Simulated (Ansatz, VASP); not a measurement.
Two plane-wave programs on ZnSe

```
Zn Se
1.0
     4.30790    0.00000    0.00000
     0.00000    4.30790    0.00000
     0.00000    0.00000    4.86520
Zn Se
2 2
Direct
  0.00000 0.00000 0.00000
  0.50000 0.50000 0.00000
  0.00000 0.50000 0.26817
  0.50000 0.00000 0.73183
```

Alike in both runs: task single point; functional PBEsol; k mesh 8 × 8 × 6; occupations gaussian, width 0.05 eV; no spin polarisation.

|  | VASP | Ansatz |
| --- | --- | --- |
| version | VASP 6.6.1 | Ansatz 0.2.0 |
| potentials or method | VASP PAW PBE potentials, release 64 (Zn, Se), cutoff 520 eV | scalar-relativistic, plane waves, PAW |
| valence electrons in the cell | 36 | 56 |

|  | VASP | Ansatz | Ansatz less VASP |
| --- | --- | --- | --- |
| gap on the k mesh at the Fermi level (eV) | 0.41 | 0.42 | +0.016 |
| least direct gap on the mesh (eV) | 0.41 | 0.42 | +0.016 |
| pressure (GPa) | -1.6 | -1.8 | -0.27 |
| traceless stress, the component that is largest in VASP (GPa) | 2.63 | 2.67 | +0.039 |
| rms of the force components (eV/Å) | 0.126 | 0.108 | -0.0177 |

VASP's potentials were made for PBE, not for PBEsol, and Ansatz warns of the same on its side. Atom by atom the forces differ by 0.018 eV/Å (rms over components). VASP's potentials hold 36 valence electrons a cell and Ansatz's 56, so a difference there can come from the potentials and not from the codes.
